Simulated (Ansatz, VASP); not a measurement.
# Two plane-wave programs on HgTe

```
Hg Te
1.0
     2.80581   -3.22254    0.00000
     2.80581    3.22254    0.00000
     0.00000    0.00000    5.85469
Hg Te
2 2
Direct
  0.32353 0.67647 0.75000
  0.67647 0.32353 0.25000
  0.77004 0.22996 0.75000
  0.22996 0.77004 0.25000
```

Change from the starting cell: strain -0.050 along x and y, +0.000 along z, atoms carried along.

Alike in both runs: task single point; functional r2SCAN; k mesh 12 × 12 × 8; occupations gaussian, width 0.15 eV; no spin polarisation.

```csv
,VASP,Ansatz
version,VASP 6.6.1,Ansatz 0.2.0
potentials or method,"VASP PAW PBE potentials, release 64 (Hg, Te), cutoff 520 eV","scalar-relativistic, plane waves, PAW"
valence electrons in the cell,36,72
```

|  | VASP | Ansatz | Ansatz less VASP |
| --- | --- | --- | --- |
| gap on the k mesh at the Fermi level (eV) | none | none | - |
| pressure (GPa) | 6.9 | 6.6 | -0.26 |
| traceless stress, the component that is largest in VASP (GPa) | 2.97 | 2.87 | -0.097 |
| rms of the force components (eV/Å) | 0.136 | 0.132 | -0.0042 |

VASP's potentials were made for PBE, not for r2SCAN. Atom by atom the forces differ by 0.005 eV/Å (rms over components). A gap of «none» marks a metal or a gap that the smearing closes. With one functional, cell and mesh, what is left measures potentials, basis and numerics. VASP's potentials hold 36 valence electrons a cell and Ansatz's 72, so a difference there can come from the potentials and not from the codes.

Neither program's run includes spin-orbit coupling.
